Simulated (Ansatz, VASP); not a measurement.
# One calculation of ScAl3, two programs

```xyz
4
Lattice="4.1657 0.0000 0.0000 0.0000 4.1657 0.0000 0.0000 0.0000 4.1657" Properties=species:S:1:pos:R:3 pbc="T T T"
Sc    0.0000    0.0000    0.0000
Al    2.0828    0.0000    2.0828
Al    0.0000    2.0828    2.0828
Al    2.0828    2.0828    0.0000
```

Alike in both runs: task single point; functional r2SCAN; k mesh 10 × 10 × 10; occupations gaussian, width 0.1 eV; no spin polarisation.

|  | VASP | Ansatz |
| --- | --- | --- |
| version | VASP 6.6.1 | Ansatz 0.2.0 |
| potentials or method | VASP PAW PBE potentials, release 64 (Sc_sv, Al), cutoff 520 eV | scalar-relativistic, plane waves, PAW |
| valence electrons in the cell | 20 | 20 |

|  | VASP | Ansatz | Ansatz less VASP |
| --- | --- | --- | --- |
| gap on the k mesh at the Fermi level (eV) | none | none | - |
| pressure (GPa) | -4.9 | -4.9 | +0.01 |

VASP's potentials were made for PBE, not for r2SCAN. A gap of «none» marks a metal or a gap that the smearing closes.
